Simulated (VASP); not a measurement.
# Li (R-3m) in VASP: further runs

The runs below take Li through single point, with PBE.

All numbers are computed with VASP 6.6.1; they aren't measurements. Logs are shortened: lines on timing, memory, paths and dates and some standing lists are left out, and cuts for length are marked.

## Step 1: The cell of the first run

The structure is trigonal, space group R-3m (No. 166). Conventional cell: a = 2.573 Å, b = 2.573 Å, c = 6.352 Å, α = 90.00°, β = 90.00°, γ = 120.00°. Within 3.4 Å of Li (site symmetry -3m) lie 12 Li at 2.57 to 2.59 Å.

## Step 2: Single point, PBE (volume scaled by 0.6)

File INCAR:

```
SYSTEM = Li
PREC     = Accurate       ! precision mode
ENCUT    = 520            ! plane-wave cutoff, eV
EDIFF    = 1E-6           ! SCF threshold, eV
ISMEAR   = -1             ! smearing method
SIGMA    = 0.08           ! smearing width, eV
LREAL    = .FALSE.        ! projectors in reciprocal space
LASPH    = .TRUE.         ! aspherical terms in the spheres
NELM     = 60             ! most SCF steps
ALGO     = Normal         ! electronic algorithm
ISIF     = 2              ! what is computed and relaxed
LWAVE    = .FALSE.        ! write WAVECAR
LCHARG   = .TRUE.         ! write CHGCAR
GGA      = PE             ! functional
LELF     = .TRUE.         ! ELF
LVHAR    = .TRUE.       
NBANDS   = 10             ! bands
```

File KPOINTS:

```
Automatic mesh
0
G
  13 13 13
  0 0 0
```

File POSCAR:

```
Li
1.0
    1.2864738059     -0.7427459982      4.2343746610
    0.0000000000      1.4854919963      4.2343746610
   -1.2864738059     -0.7427459982      4.2343746610
Li
2
Direct
    0.2500000000      0.2500000000      0.2500000000
   -0.2500000000     -0.2500000000     -0.2500000000
```

Potentials or basis: VASP PAW PBE potentials, release 64 (Li_sv).

Command:

```sh
$ cat potpaw_PBE.64/Li_sv/POTCAR > POTCAR
$ mpirun -np 1 vasp_std > vasp.out
```

OUTCAR:

```text
SYSTEM = Li
   PREC = Accurate
   ENCUT = 520
   EDIFF = 1E-6
   ISMEAR = -1
   LREAL = .FALSE.
   LASPH = .TRUE.
   NELM = 60
   ISIF = 2
   GGA = PE

 ion  position               nearest neighbor table
   1  0.250  0.250  0.250-   2 2.59   2 2.59   2 2.59   2 2.59   2 2.59   2 2.59
   2  0.750  0.750  0.750-   1 2.59   1 2.59   1 2.59   1 2.59   1 2.59   1 2.59

  LATTYP: Found a trigonal (rhomboedric) cell.
 ALAT       =     4.4873840086
 COS(alpha) =     0.8356213461

  Lattice vectors:

 A1 = (   1.2864738059,  -0.7427459982,   4.2343746610)
 A2 = (   0.0000000000,   1.4854919963,   4.2343746610)
 A3 = (  -1.2864738059,  -0.7427459982,   4.2343746610)

Analysis of symmetry for initial positions (statically):
=====================================================================
 Subroutine PRICEL returns following result:

  LATTYP: Found a trigonal (rhomboedric) cell.
 ALAT       =     2.5863427197
 COS(alpha) =     0.5051657578

  Lattice vectors:

 A1 = (   0.0000000000,   1.4854919964,  -2.1171873305)
 A2 = (   1.2864738059,  -0.7427459981,  -2.1171873305)
 A3 = (  -1.2864738059,  -0.7427459981,  -2.1171873305)

   2 primitive cells build up your supercell.

 Routine SETGRP: Setting up the symmetry group for a
 trigonal (rhombohedral) supercell.

 Subroutine GETGRP returns: Found 12 space group operations
 (whereof 12 operations were pure point group operations)
 out of a pool of 12 trial point group operations.

The static configuration has the point symmetry D_3d.

Analysis of symmetry for dynamics (positions and initial velocities):
=====================================================================
 Subroutine PRICEL returns following result:

  LATTYP: Found a trigonal (rhomboedric) cell.
 ALAT       =     2.5863427197
 COS(alpha) =     0.5051657578

  Lattice vectors:

 A1 = (   0.0000000000,   1.4854919964,  -2.1171873305)
 A2 = (   1.2864738059,  -0.7427459981,  -2.1171873305)
 A3 = (  -1.2864738059,  -0.7427459981,  -2.1171873305)

   2 primitive cells build up your supercell.

 Routine SETGRP: Setting up the symmetry group for a
 trigonal (rhombohedral) supercell.

 Subroutine GETGRP returns: Found 12 space group operations
[... 100 lines left out ...]
   NELM   =     60;   NELMIN=  2; NELMDL= -5     # of ELM steps
   EDIFF  = 0.1E-05   stopping-criterion for ELM
   LREAL  =      F    real-space projection
   EDIFFG = 0.1E-04   stopping-criterion for IOM
   NSW    =      0    number of steps for IOM
   IBRION =     -1    ionic relax: 0-MD 1-quasi-New 2-CG
   NFREE  =      0    steps in history (QN), initial steepest desc. (CG)
   ISIF   =      2    stress and relaxation
   ISYM   =      2    0-nonsym 1-usesym 2-fastsym
   POTIM  = 0.5000    time-step for ionic-motion
   TEBEG  =    0.0;   TEEND  =   0.0 temperature during run
   PSTRESS=    0.0 pullay stress
   NELECT =       6.0000    total number of electrons
   NUPDOWN=      -1.0000    fix difference up-down
   EMIN   =  10.00;   EMAX   =-10.00  energy-range for DOS
   EFERMI =   0.00;   METHOD = LEGACY
   ISMEAR =    -1;   SIGMA  =   0.08  broadening in eV -4-tet -1-fermi 0-gaus
   EFERMI_NEDOS =   21; number of points for ismear=-14 and -15
   IALGO  =     38    algorithm
   IMIX   =      4    mixing-type and parameters
     AMIX     =   0.40;   BMIX     =  1.00
     AMIX_MAG =   1.60;   BMIX_MAG =  1.00
  volume/ion in A,a.u.               =      12.14        81.91
  Fermi-wavevector in a.u.,A,eV,Ry     =   1.027380  1.941468 14.361095  1.055511
  Thomas-Fermi vector in A             =   2.161322
   LORBIT       =      0    0 simple, 1 ext, 2 COOP (PROOUT), +10 PAW based schemes
   GGA     = PE    functional components
   LHFCALC =     F    Hartree Fock is set to
   AEXX    =    0.0000 exact exchange contribution
   IVDW    =     0    specifies the selected vdW correction
   LEPSILON=     F    determine dielectric tensor
   LRPA    =     F    only Hartree local field effects (RPA)
 non-spin polarized calculation
  energy-cutoff  :      520.00
  volume of cell :       24.28
 maximum number of plane-waves:       667
 NGX is ok and might be reduce to    36
   NGX = 17   NGY = 17   NGZ = 17

 number of electron       6.0000003 magnetization

 Free energy of the ion-electron system (eV)
  ---------------------------------------------------
  ext. energy  EPLUGINS =         0.00000000
  ---------------------------------------------------
  free energy    TOTEN  =        -3.24136452 eV

  energy without entropy =       -3.22168000  energy(sigma->0) =       -3.23152226

 E-fermi :   2.4348     XC(G=0):  -8.4220

 val. band max:        2.4345336996   @ k =   0.4615  -0.0000   0.0000
 cond. band min:       2.4453866283   @ k =  -0.3077  -0.4615   0.0769
 fundamental gap:      0.0108529288
 Fermi energy:         2.4348185870

 k-point     1 :       0.0000    0.0000    0.0000
  band No.  band energies     occupation
      1     -43.4130      2.00000
      2     -43.2965      2.00000
      3      -1.6429      2.00000
      4       2.0562      1.98255
      5       7.4588      0.00000
      6      20.5815      0.00000
      7      20.5815      0.00000
      8      22.7831      0.00000
      9      23.0403      0.00000
     10      23.0403      0.00000
[... 287 lines left out ...]
 k-point    24 :       0.4615    0.1538   -0.0000
  band No.  band energies     occupation
      1     -43.2946      2.00000
      2     -43.2649      2.00000
      3       1.6906      1.99982
      4       4.6453      0.00000
      5       7.3769      0.00000
      6      11.3417      0.00000
      7      11.7022      0.00000
      8      14.2108      0.00000
      9      16.9680      0.00000
     10      18.1687      0.00000

 [... further k-points ...]

------------------------ aborting loop because EDIFF is reached ----------------------------------------

  FORCE on cell =-STRESS in cart. coord.  units (eV):
  Direction    XX          YY          ZZ          XY          YZ          ZX
  --------------------------------------------------------------------------------------
  -------------------------------------------------------------------------------------
  Total        2.4760513      2.4760513      2.5171544     -0.0000000     -0.0000000      0.0000000
  in kB      163.4136837    163.4136837    166.1263910     -0.0000000     -0.0000000      0.0000000
  external PRESSURE =     164.3179194 kB  Pullay stress =       0.0000000 kB

 VOLUME and BASIS-vectors are now :
 -----------------------------------------------------------------------------
  energy-cutoff  :      520.00
  volume of cell :       24.28
      direct lattice vectors                 reciprocal lattice vectors
     1.286473806 -0.742745998  4.234374661     0.388659293 -0.224392547  0.078720794
     0.000000000  1.485491996  4.234374661     0.000000000  0.448785095  0.078720794
    -1.286473806 -0.742745998  4.234374661    -0.388659293 -0.224392547  0.078720794

 POSITION                                       TOTAL-FORCE (eV/Angst)
 -----------------------------------------------------------------------------------
      0.00000     -0.00000      3.17578        -0.000000      0.000000      0.000000
      0.00000     -0.00000      9.52734         0.000000      0.000000      0.000000
 -----------------------------------------------------------------------------------
    total drift:                               -0.000000     -0.000000      0.000000

  FREE ENERGIE OF THE ION-ELECTRON SYSTEM (eV)
  ---------------------------------------------------
  free  energy   TOTEN  =        -3.2413645201 eV

  energy  without entropy=       -3.2216800030  energy(sigma->0) =       -3.23152226
```

stdout:

```text
POSCAR found type information on POSCAR Li
 POSCAR found :  1 types and       2 ions
 scaLAPACK will be used
 LDA part: xc-table for (Slater+PW92), standard interpolation
 POSCAR, INCAR and KPOINTS ok, starting setup
 FFT: planning ... GRIDC
 FFT: planning ... GRID_SOFT
 FFT: planning ... GRID
 WAVECAR not read
 entering main loop
```

It took 87 s on 1 thread of Intel Xeon Platinum 8488C (Sapphire Rapids), shared host; peak memory 0.2 GiB.

Results:

* Free energy: -3.2414 eV
* Band gap on the k mesh: zero (band 3 reaches 4.37 eV, above the bottom of band 4 at -0.24 eV)

Caveat: the cell differs from its parent crystal (volume scaled by 0.6); the cutoff is under 1.25 times the usual one of these potentials, so pressure, stress and relaxed cells hold a basis-set (Pulay) error.

## Step 3: Single point, PBE

This run uses another cell than the first one, of 13.76 Å³/atom, 1.133 times its volume.

File INCAR:

```
ALGO     = Normal         # electronic algorithm
EDIFF    = 1E-6           # SCF threshold, eV
ENCUT    = 520            # plane-wave cutoff, eV
GGA      = PE             # functional
ISIF     = 2              # what is computed and relaxed
ISMEAR   = -1             # smearing method
LASPH    = True           # aspherical terms in the spheres
LCHARG   = False          # write CHGCAR
LREAL    = False          # projectors in reciprocal space
LWAVE    = False          # write WAVECAR
NBANDS   = 10             # bands
NELM     = 100            # most SCF steps
PREC     = Accurate       # precision mode
SIGMA    = 0.08           # smearing width, eV
```

File KPOINTS:

```
k-points
0
Gamma
  13 13 13
```

File POSCAR:

```
Li
1.0
    1.3412822232     -0.7743896527      4.4147742715
    0.0000000000      1.5487793053      4.4147742715
   -1.3412822232     -0.7743896527      4.4147742715
Li
2
Direct
    0.2500000000      0.2500000000      0.2500000000
   -0.2500000000     -0.2500000000     -0.2500000000
```

Potentials or basis: VASP PAW PBE potentials, release 64 (Li_sv).

Command:

```sh
$ cat potpaw_PBE.64/Li_sv/POTCAR > POTCAR
$ mpirun -np 1 vasp_std > vasp.out
```

OUTCAR:

```text
EDIFF = 1E-6
   ENCUT = 520
   GGA = PE
   ISIF = 2
   ISMEAR = -1
   LASPH = True
   LREAL = False
   NELM = 100
   PREC = Accurate

 ion  position               nearest neighbor table
   1  0.250  0.250  0.250-
   2  0.750  0.750  0.750-

  LATTYP: Found a trigonal (rhomboedric) cell.
 ALAT       =     4.6785627285
 COS(alpha) =     0.8356213461

  Lattice vectors:

 A1 = (   1.3412822232,  -0.7743896527,   4.4147742715)
 A2 = (   0.0000000000,   1.5487793053,   4.4147742715)
 A3 = (  -1.3412822232,  -0.7743896527,   4.4147742715)

Analysis of symmetry for initial positions (statically):
=====================================================================
 Subroutine PRICEL returns following result:

  LATTYP: Found a trigonal (rhomboedric) cell.
 ALAT       =     2.6965302342
 COS(alpha) =     0.5051657578

  Lattice vectors:

 A1 = (   0.0000000000,   1.5487793054,  -2.2073871357)
 A2 = (   1.3412822232,  -0.7743896527,  -2.2073871357)
 A3 = (  -1.3412822232,  -0.7743896527,  -2.2073871357)

   2 primitive cells build up your supercell.

 Routine SETGRP: Setting up the symmetry group for a
 trigonal (rhombohedral) supercell.

 Subroutine GETGRP returns: Found 12 space group operations
 (whereof 12 operations were pure point group operations)
 out of a pool of 12 trial point group operations.

The static configuration has the point symmetry D_3d.

Analysis of symmetry for dynamics (positions and initial velocities):
=====================================================================
 Subroutine PRICEL returns following result:

  LATTYP: Found a trigonal (rhomboedric) cell.
 ALAT       =     2.6965302342
 COS(alpha) =     0.5051657578

  Lattice vectors:

 A1 = (   0.0000000000,   1.5487793054,  -2.2073871357)
 A2 = (   1.3412822232,  -0.7743896527,  -2.2073871357)
 A3 = (  -1.3412822232,  -0.7743896527,  -2.2073871357)

   2 primitive cells build up your supercell.

 Routine SETGRP: Setting up the symmetry group for a
 trigonal (rhombohedral) supercell.

 Subroutine GETGRP returns: Found 12 space group operations
 (whereof 12 operations were pure point group operations)
 out of a pool of 12 trial point group operations.

The dynamic configuration has the point symmetry D_3d.

 Subroutine INISYM returns: Found 12 space group operations
 (whereof 12 operations are pure point group operations),
 and found     2 'primitive' translations

----------------------------------------------------------------------------------------

                                     Primitive cell

  volume of cell :      13.7565

  direct lattice vectors                    reciprocal lattice vectors
     0.000000000  1.548779305 -2.207387136     0.000000000  0.430446523 -0.151008098
     1.341282223 -0.774389653 -2.207387136     0.372777624 -0.215223261 -0.151008098
    -1.341282223 -0.774389653 -2.207387136    -0.372777624 -0.215223261 -0.151008098

  length of vectors
     2.696530234  2.696530234  2.696530234     0.456166258  0.456166258  0.456166258
[... 31 lines left out ...]

 Found    231 irreducible k-points:

 Following reciprocal coordinates:
            Coordinates               Weight
  0.000000  0.000000  0.000000      1.000000
  0.076923  0.000000 -0.000000      6.000000
  0.153846  0.000000  0.000000      6.000000
  0.230769  0.000000  0.000000      6.000000
  0.307692  0.000000  0.000000      6.000000
  0.384615  0.000000 -0.000000      6.000000
[... 16 lines left out ...]
  0.384615  0.153846 -0.000000     12.000000
  0.461538  0.153846  0.000000     12.000000
 [... further k-points ...]
   k-points           NKPTS =    231   k-points in BZ     NKDIM =    231   number of bands    NBANDS=     10
   number of dos      NEDOS =    301   number of ions     NIONS =      2
   total plane-waves  NPLWV =  46656
   dimension x,y,z NGX =    36 NGY =   36 NGZ =   36
   dimension x,y,z NGXF=    72 NGYF=   72 NGZF=   72
   ions per type =               2
   NGX,Y,Z   is equivalent  to a cutoff of  12.79, 12.79, 12.79 a.u.
   NGXF,Y,Z  is equivalent  to a cutoff of  25.58, 25.58, 25.58 a.u.
 SYSTEM =  unknown system
   PREC   = accura    normal or accurate (medium, high low for compatibility)
   ISTART =      0    job   : 0-new  1-cont  2-samecut
   ICHARG =      2    charge: 1-file 2-atom 10-const
   ISPIN  =      1    spin polarized calculation?
   LNONCOLLINEAR =      F non collinear calculations
   LSORBIT =      F    spin-orbit coupling
   LASPH  =      T    aspherical Exc in radial PAW
   ENCUT  =  520.0 eV  38.22 Ry    6.18 a.u.   8.70  8.70  8.70*2*pi/ulx,y,z
   NELM   =    100;   NELMIN=  2; NELMDL= -5     # of ELM steps
   EDIFF  = 0.1E-05   stopping-criterion for ELM
   LREAL  =      F    real-space projection
   EDIFFG = 0.1E-04   stopping-criterion for IOM
   NSW    =      0    number of steps for IOM
   IBRION =     -1    ionic relax: 0-MD 1-quasi-New 2-CG
   NFREE  =      0    steps in history (QN), initial steepest desc. (CG)
   ISIF   =      2    stress and relaxation
   ISYM   =      2    0-nonsym 1-usesym 2-fastsym
   POTIM  = 0.5000    time-step for ionic-motion
   TEBEG  =    0.0;   TEEND  =   0.0 temperature during run
   PSTRESS=    0.0 pullay stress
   NELECT =       6.0000    total number of electrons
   NUPDOWN=      -1.0000    fix difference up-down
   EMIN   =  10.00;   EMAX   =-10.00  energy-range for DOS
   EFERMI =   0.00;   METHOD = LEGACY
   ISMEAR =    -1;   SIGMA  =   0.08  broadening in eV -4-tet -1-fermi 0-gaus
   EFERMI_NEDOS =   21; number of points for ismear=-14 and -15
   IALGO  =     38    algorithm
   IMIX   =      4    mixing-type and parameters
     AMIX     =   0.40;   BMIX     =  1.00
     AMIX_MAG =   1.60;   BMIX_MAG =  1.00
  volume/ion in A,a.u.               =      13.76        92.83
  Fermi-wavevector in a.u.,A,eV,Ry     =   0.985399  1.862134 13.211408  0.971011
  Thomas-Fermi vector in A             =   2.116703
   LORBIT       =      0    0 simple, 1 ext, 2 COOP (PROOUT), +10 PAW based schemes
   GGA     = PE    functional components
   LHFCALC =     F    Hartree Fock is set to
   AEXX    =    0.0000 exact exchange contribution
   IVDW    =     0    specifies the selected vdW correction
   LEPSILON=     F    determine dielectric tensor
   LRPA    =     F    only Hartree local field effects (RPA)
 non-spin polarized calculation
  energy-cutoff  :      520.00
  volume of cell :       27.51
 maximum number of plane-waves:       757
   NGX = 17   NGY = 17   NGZ = 17

 number of electron       5.9999999 magnetization

 Free energy of the ion-electron system (eV)
  ---------------------------------------------------
  ext. energy  EPLUGINS =         0.00000000
  ---------------------------------------------------
  free energy    TOTEN  =        -3.50815903 eV

  energy without entropy =       -3.48760358  energy(sigma->0) =       -3.49788130

 E-fermi :   1.9211     XC(G=0):  -8.0609

 val. band max:        1.9205588724   @ k =  -0.3077   0.3077   0.3077
 cond. band min:       1.9233525630   @ k =  -0.3077  -0.3846   0.1538
 fundamental gap:      0.0027936905
 Fermi energy:         1.9211240003

 k-point     1 :       0.0000    0.0000    0.0000
  band No.  band energies     occupation
      1     -44.0521      2.00000
      2     -43.9769      2.00000
      3      -2.0760      2.00000
      4       1.6337      1.94645
      5       6.3107      0.00000
      6      18.5723      0.00000
      7      18.5723      0.00000
      8      20.5876      0.00000
      9      20.8216      0.00000
     10      20.8216      0.00000
[... 287 lines left out ...]
 k-point    24 :       0.4615    0.1538    0.0000
  band No.  band energies     occupation
      1     -43.9754      2.00000
      2     -43.9562      2.00000
      3       1.1743      1.99982
      4       4.0018      0.00000
      5       6.4601      0.00000
      6      10.1515      0.00000
      7      10.4879      0.00000
      8      12.7479      0.00000
      9      14.9879      0.00000
     10      16.2371      0.00000

 [... further k-points ...]

------------------------ aborting loop because EDIFF is reached ----------------------------------------

  FORCE on cell =-STRESS in cart. coord.  units (eV):
  Direction    XX          YY          ZZ          XY          YZ          ZX
  --------------------------------------------------------------------------------------
  -------------------------------------------------------------------------------------
  Total        1.7039125      1.7039125      1.7354264     -0.0000000     -0.0000000      0.0000000
  in kB       99.2243812     99.2243812    101.0595431     -0.0000000     -0.0000000      0.0000000
  external PRESSURE =      99.8361018 kB  Pullay stress =       0.0000000 kB

 VOLUME and BASIS-vectors are now :
 -----------------------------------------------------------------------------
  energy-cutoff  :      520.00
  volume of cell :       27.51
      direct lattice vectors                 reciprocal lattice vectors
     1.341282223 -0.774389653  4.414774271     0.372777624 -0.215223261  0.075504049
     0.000000000  1.548779305  4.414774271     0.000000000  0.430446523  0.075504049
    -1.341282223 -0.774389653  4.414774271    -0.372777624 -0.215223261  0.075504049

 POSITION                                       TOTAL-FORCE (eV/Angst)
 -----------------------------------------------------------------------------------
      0.00000     -0.00000      3.31108        -0.000000      0.000000      0.000000
      0.00000     -0.00000      9.93324         0.000000     -0.000000     -0.000000
 -----------------------------------------------------------------------------------
    total drift:                               -0.000000     -0.000000      0.000000

  FREE ENERGIE OF THE ION-ELECTRON SYSTEM (eV)
  ---------------------------------------------------
  free  energy   TOTEN  =        -3.5081590267 eV

  energy  without entropy=       -3.4876035781  energy(sigma->0) =       -3.49788130
```

Run time: 80 s. Hardware: 1 thread of Intel Xeon Platinum 8488C (Sapphire Rapids), shared host; peak memory 0.2 GiB.

Results:

```yaml
Free_energy: -3.5082 eV
Band_gap_on_the_k_mesh: zero (band 3 reaches 3.76 eV, above the bottom of band 4 at -0.69 eV)
```

Caveat: the cutoff is under 1.25 times the usual one of these potentials, so pressure, stress and relaxed cells hold a basis-set (Pulay) error.

(Continued in part 2 of 2.)
